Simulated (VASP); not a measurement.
# Ir4Ru (I4/m) in VASP: single point with PBE

Aim: the single point of Ir4Ru with PBE.

Program: VASP 6.6.1. These are calculated values, not measurements. Logs are shortened: lines on timing, memory, paths and dates and some standing lists are left out, and cuts for length are marked.

## 1. The cell of the first run

It takes space group I4/m (No. 87, tetragonal). The conventional cell has a = 6.098 Å, b = 6.098 Å, c = 3.857 Å, α = 90.00°, β = 90.00°, γ = 90.00°. Ru (site symmetry 4/m) has 12 Ir at 2.72 Å within 3.6 Å. Within 3.6 Å of Ir (site symmetry m) lie 9 Ir at 2.71 to 2.75 Å and 3 Ru at 2.72 Å.

## 2. Single point, PBE

Contents of INCAR:

```
  ALGO = Normal
  EDIFF = 1E-7
  ENCUT = 520
  GGA = PE
  ISIF = 2
  ISMEAR = 0
  LASPH = True
  LCHARG = True
  LELF = True
  LREAL = False
  LVHAR = True
  LWAVE = False
  NBANDS = 33
  NELM = 60
  PREC = Accurate
  SIGMA = 0.1
```

Contents of KPOINTS:

```
k-points
0
Gamma
  6 6 6
```

Contents of POSCAR:

```
Ir4Ru
1.0
   -3.0488511000      3.0488511000      1.9283580000
    3.0488511000     -3.0488511000      1.9283580000
    3.0488511000      3.0488511000     -1.9283580000
Ru Ir
1 4
Direct
    0.5000000000      0.5000000000      0.0000000000
    0.8987010000      0.7011180000      0.5998190000
    0.2988820000      0.8987010000      0.1975830000
    0.7011180000      0.1012990000      0.8024170000
    0.1012990000      0.2988820000      0.4001810000
```

Potentials or basis: VASP PAW PBE potentials, release 64 (Ru_pv, Ir).

On the command line:

```
$ cat potpaw_PBE.64/Ru_pv/POTCAR potpaw_PBE.64/Ir/POTCAR > POTCAR
$ mpirun -np 1 vasp_std > vasp.out
```

OUTCAR:

```text
EDIFF = 1E-7
   ENCUT = 520
   GGA = PE
   ISIF = 2
   ISMEAR = 0
   LASPH = True
   LREAL = False
   NELM = 60
   PREC = Accurate

 ion  position               nearest neighbor table
   1  0.500  0.500  0.000-   2 2.72   5 2.72   4 2.72   3 2.72   3 2.72   4 2.72   3 2.72   4 2.72
                             5 2.72   2 2.72   2 2.72   5 2.72
   2  0.899  0.701  0.600-   5 2.71   5 2.71   4 2.72   3 2.72   1 2.72   1 2.72   1 2.72   3 2.74
                             3 2.74   4 2.74   4 2.74   5 2.75
   3  0.299  0.899  0.198-   4 2.71   4 2.71   5 2.72   2 2.72   1 2.72   1 2.72   1 2.72   2 2.74
                             2 2.74   5 2.74   5 2.74   4 2.75
   4  0.701  0.101  0.802-   3 2.71   3 2.71   2 2.72   5 2.72   1 2.72   1 2.72   1 2.72   5 2.74
                             5 2.74   2 2.74   2 2.74   3 2.75
   5  0.101  0.299  0.400-   2 2.71   2 2.71   3 2.72   4 2.72   1 2.72   1 2.72   1 2.72   4 2.74
                             4 2.74   3 2.74   3 2.74   2 2.75

  LATTYP: Found a body centered tetragonal cell.
 ALAT       =     6.0977022000
 C/A-ratio  =     0.6324867751

  Lattice vectors:

 A1 = (  -3.0488511000,   3.0488511000,   1.9283580000)
 A2 = (   3.0488511000,  -3.0488511000,   1.9283580000)
 A3 = (   3.0488511000,   3.0488511000,  -1.9283580000)

Analysis of symmetry for initial positions (statically):
=====================================================================
 Subroutine PRICEL returns:
 Original cell was already a primitive cell.

 Routine SETGRP: Setting up the symmetry group for a
 body centered tetragonal supercell.

 Subroutine GETGRP returns: Found  8 space group operations
 (whereof  8 operations were pure point group operations)
 out of a pool of 16 trial point group operations.

The static configuration has the point symmetry C_4h.

Analysis of symmetry for dynamics (positions and initial velocities):
=====================================================================
 Subroutine PRICEL returns:
 Original cell was already a primitive cell.

 Routine SETGRP: Setting up the symmetry group for a
 body centered tetragonal supercell.

 Subroutine GETGRP returns: Found  8 space group operations
 (whereof  8 operations were pure point group operations)
 out of a pool of 16 trial point group operations.

The dynamic configuration has the point symmetry C_4h.

 Subroutine INISYM returns: Found  8 space group operations
 (whereof  8 operations are pure point group operations),
 and found     1 'primitive' translations

----------------------------------------------------------------------------------------

                                     Primitive cell

  volume of cell :      71.7002

  direct lattice vectors                    reciprocal lattice vectors
    -3.048851100  3.048851100  1.928358000     0.000000000  0.163996202  0.259287954
     3.048851100 -3.048851100  1.928358000     0.163996202  0.000000000  0.259287954
     3.048851100  3.048851100 -1.928358000     0.163996202  0.163996202  0.000000000

  length of vectors
     4.723298703  4.723298703  4.723298703     0.306797975  0.306797975  0.231925653

  position of ions in fractional coordinates (direct lattice)
     0.500000000  0.500000000  0.000000000
     0.898701000  0.701118000  0.599819000
     0.298882000  0.898701000  0.197583000
     0.701118000  0.101299000  0.802417000
     0.101299000  0.298882000  0.400181000

  ion indices of the primitive-cell ions
   primitive index   ion index
                 1           1
                 2           2
                 3           3
                 4           4
                 5           5

----------------------------------------------------------------------------------------

 KPOINTS: k-points

Automatic generation of k-mesh.
 Grid dimensions read from file:
 generate k-points for:    6    6    6

 Generating k-lattice:

  Cartesian coordinates                     Fractional coordinates (reciprocal lattice)
     0.000000000  0.027332700  0.043214659     0.166666667  0.000000000  0.000000000
     0.027332700  0.000000000  0.043214659     0.000000000  0.166666667  0.000000000
     0.027332700  0.027332700  0.000000000     0.000000000  0.000000000  0.166666667

  Length of vectors
     0.051132996  0.051132996  0.038654275

  Shift w.r.t. Gamma in fractional coordinates (k-lattice)
     0.000000000  0.000000000  0.000000000

 Subroutine IBZKPT returns following result:
 ===========================================

 Found     36 irreducible k-points:

 Following reciprocal coordinates:
            Coordinates               Weight
  0.000000  0.000000  0.000000      1.000000
  0.166667 -0.000000  0.000000      8.000000
  0.333333 -0.000000  0.000000      8.000000
  0.500000  0.000000  0.000000      4.000000
  0.166667  0.166667  0.000000      8.000000
  0.333333  0.166667  0.000000      8.000000
[... 16 lines left out ...]
 -0.333333  0.333333 -0.166667      4.000000
 -0.166667  0.333333  0.166667      8.000000
 [... further k-points ...]
   k-points           NKPTS =     36   k-points in BZ     NKDIM =     36   number of bands    NBANDS=     33
   number of dos      NEDOS =    301   number of ions     NIONS =      5
   total plane-waves  NPLWV =  46656
   dimension x,y,z NGX =    36 NGY =   36 NGZ =   36
   dimension x,y,z NGXF=    72 NGYF=   72 NGZF=   72
   ions per type =               1   4
   NGX,Y,Z   is equivalent  to a cutoff of  12.67, 12.67, 12.67 a.u.
   NGXF,Y,Z  is equivalent  to a cutoff of  25.34, 25.34, 25.34 a.u.
 SYSTEM =  unknown system
   PREC   = accura    normal or accurate (medium, high low for compatibility)
   ISTART =      0    job   : 0-new  1-cont  2-samecut
   ICHARG =      2    charge: 1-file 2-atom 10-const
   ISPIN  =      1    spin polarized calculation?
   LNONCOLLINEAR =      F non collinear calculations
   LSORBIT =      F    spin-orbit coupling
   LASPH  =      T    aspherical Exc in radial PAW
   ENCUT  =  520.0 eV  38.22 Ry    6.18 a.u.   8.78  8.78  8.78*2*pi/ulx,y,z
   NELM   =     60;   NELMIN=  2; NELMDL= -5     # of ELM steps
   EDIFF  = 0.1E-06   stopping-criterion for ELM
   LREAL  =      F    real-space projection
   EDIFFG = 0.1E-05   stopping-criterion for IOM
   NSW    =      0    number of steps for IOM
   IBRION =     -1    ionic relax: 0-MD 1-quasi-New 2-CG
   NFREE  =      0    steps in history (QN), initial steepest desc. (CG)
   ISIF   =      2    stress and relaxation
   ISYM   =      2    0-nonsym 1-usesym 2-fastsym
   POTIM  = 0.5000    time-step for ionic-motion
   TEBEG  =    0.0;   TEEND  =   0.0 temperature during run
   PSTRESS=    0.0 pullay stress
   NELECT =      50.0000    total number of electrons
   NUPDOWN=      -1.0000    fix difference up-down
   EMIN   =  10.00;   EMAX   =-10.00  energy-range for DOS
   EFERMI =   0.00;   METHOD = LEGACY
   ISMEAR =     0;   SIGMA  =   0.10  broadening in eV -4-tet -1-fermi 0-gaus
   EFERMI_NEDOS =   21; number of points for ismear=-14 and -15
   IALGO  =     38    algorithm
   IMIX   =      4    mixing-type and parameters
     AMIX     =   0.40;   BMIX     =  1.00
     AMIX_MAG =   1.60;   BMIX_MAG =  1.00
  volume/ion in A,a.u.               =      14.34        96.77
  Fermi-wavevector in a.u.,A,eV,Ry     =   1.451749  2.743407 28.675292  2.107575
  Thomas-Fermi vector in A             =   2.569210
   LORBIT       =      0    0 simple, 1 ext, 2 COOP (PROOUT), +10 PAW based schemes
   GGA     = PE    functional components
   LHFCALC =     F    Hartree Fock is set to
   AEXX    =    0.0000 exact exchange contribution
   IVDW    =     0    specifies the selected vdW correction
   LEPSILON=     F    determine dielectric tensor
   LRPA    =     F    only Hartree local field effects (RPA)
 non-spin polarized calculation
 Gauss-broadening in eV      SIGMA  =   0.10
  energy-cutoff  :      520.00
  volume of cell :       71.70
 maximum number of plane-waves:      1955
   NGX = 17   NGY = 17   NGZ = 17

 number of electron      50.0000005 magnetization

 Free energy of the ion-electron system (eV)
  ---------------------------------------------------
  ext. energy  EPLUGINS =         0.00000000
  ---------------------------------------------------
  free energy    TOTEN  =       -44.79732205 eV

  energy without entropy =      -44.77342809  energy(sigma->0) =      -44.78537507

 E-fermi :  10.4547     XC(G=0): -13.8853

 val. band max:       10.4481531965   @ k =  -0.1667   0.1667   0.1667
 cond. band min:      10.4561395074   @ k =   0.3333   0.3333   0.0000
 fundamental gap:      0.0079863109
 Fermi energy:        10.4546782854

 k-point     1 :       0.0000    0.0000    0.0000
  band No.  band energies     occupation
      1     -32.6415      2.00000
      2     -32.6389      2.00000
      3     -32.6389      2.00000
      4       0.1116      2.00000
      5       4.6433      2.00000
      6       4.6433      2.00000
[... 25 lines left out ...]
     32      15.6127      0.00000
     33      16.2854      0.00000

 k-point     2 :       0.1667   -0.0000    0.0000
  band No.  band energies     occupation
      1     -32.6435      2.00000
      2     -32.6390      2.00000
      3     -32.6389      2.00000
      4       0.6541      2.00000
      5       4.1709      2.00000
      6       4.3893      2.00000
[... 25 lines left out ...]
     32      17.1462      0.00000
     33      17.4130      0.00000

 k-point     3 :       0.3333   -0.0000    0.0000
  band No.  band energies     occupation
      1     -32.6476      2.00000
      2     -32.6390      2.00000
      3     -32.6388      2.00000
      4       2.0522      2.00000
      5       3.4299      2.00000
      6       4.2408      2.00000
[... 25 lines left out ...]
     32      14.6596      0.00000
     33      15.8572      0.00000

 k-point     4 :       0.5000    0.0000    0.0000
  band No.  band energies     occupation
      1     -32.6496      2.00000
      2     -32.6391      2.00000
      3     -32.6387      2.00000
      4       2.9069      2.00000
      5       3.4143      2.00000
      6       3.9972      2.00000
[... 673 lines left out ...]
     32      15.1205      0.00000
     33      17.3975      0.00000

 k-point    23 :      -0.3333    0.3333   -0.1667
  band No.  band energies     occupation
      1     -32.6412      2.00000
      2     -32.6407      2.00000
      3     -32.6389      2.00000
      4       1.5751      2.00000
      5       3.3443      2.00000
      6       3.9039      2.00000
[... 25 lines left out ...]
     32      16.6850      0.00000
     33      17.6524      0.00000

 k-point    24 :      -0.1667    0.3333    0.1667
  band No.  band energies     occupation
      1     -32.6431      2.00000
      2     -32.6398      2.00000
      3     -32.6395      2.00000
      4       1.7389      2.00000
      5       3.7438      2.00000
      6       4.0127      2.00000
[... 25 lines left out ...]
     32      15.4755      0.00000
     33      16.9936      0.00000

 [... further k-points ...]
[... 5 lines left out ...]
  --------------------------------------------------------------------------------------
  -------------------------------------------------------------------------------------
  Total        0.1170218      0.1170218      0.1953236      0.0000000      0.0000000     -0.0000000
  in kB        2.6149124      2.6149124      4.3646071      0.0000000      0.0000000     -0.0000000
  external PRESSURE =       3.1981440 kB  Pullay stress =       0.0000000 kB

 VOLUME and BASIS-vectors are now :
 -----------------------------------------------------------------------------
  energy-cutoff  :      520.00
  volume of cell :       71.70
      direct lattice vectors                 reciprocal lattice vectors
    -3.048851100  3.048851100  1.928358000     0.000000000  0.163996202  0.259287954
     3.048851100 -3.048851100  1.928358000     0.163996202  0.000000000  0.259287954
     3.048851100  3.048851100 -1.928358000     0.163996202  0.163996202  0.000000000

 POSITION                                       TOTAL-FORCE (eV/Angst)
 -----------------------------------------------------------------------------------
      0.00000      0.00000      1.92836         0.000000      0.000000      0.000000
      1.22636      2.43116      1.92836         0.025493     -0.019276      0.000000
      2.43116     -1.22636      1.92836        -0.019276     -0.025493      0.000000
      0.61769      4.27521     -0.00000         0.019276      0.025493      0.000000
      1.82249      0.61769     -0.00000        -0.025493      0.019276     -0.000000
 -----------------------------------------------------------------------------------
    total drift:                                0.000000      0.000000     -0.000000

  FREE ENERGIE OF THE ION-ELECTRON SYSTEM (eV)
  ---------------------------------------------------
  free  energy   TOTEN  =       -44.7973220529 eV

  energy  without entropy=      -44.7734280945  energy(sigma->0) =      -44.78537507
```

Wall time 2.1 min (1 thread of AMD EPYC 7R13 (Zen 3), shared host); peak memory 0.21 GiB.

What came out:

```yaml
Free_energy: -44.7973 eV
Pressure: 0.3 GPa
Largest_force: 0.032 eV/Å
Band_gap_on_the_k_mesh: zero (band 25 reaches 10.93 eV, above the bottom of band 26 at 9.98 eV)
```

Forces on the atoms (eV/Å):
```
Ru   0.000  0.000  0.000
Ir   0.025 -0.019  0.000
Ir  -0.019 -0.025  0.000
Ir   0.019  0.025  0.000
Ir  -0.025  0.019  0.000
```

Stress tensor (GPa, compression positive):
```
0.26 0.00 0.00
0.00 0.26 0.00
0.00 0.00 0.44
```

Caveat: spin-orbit coupling is left out, which moves the levels of the heavy elements.
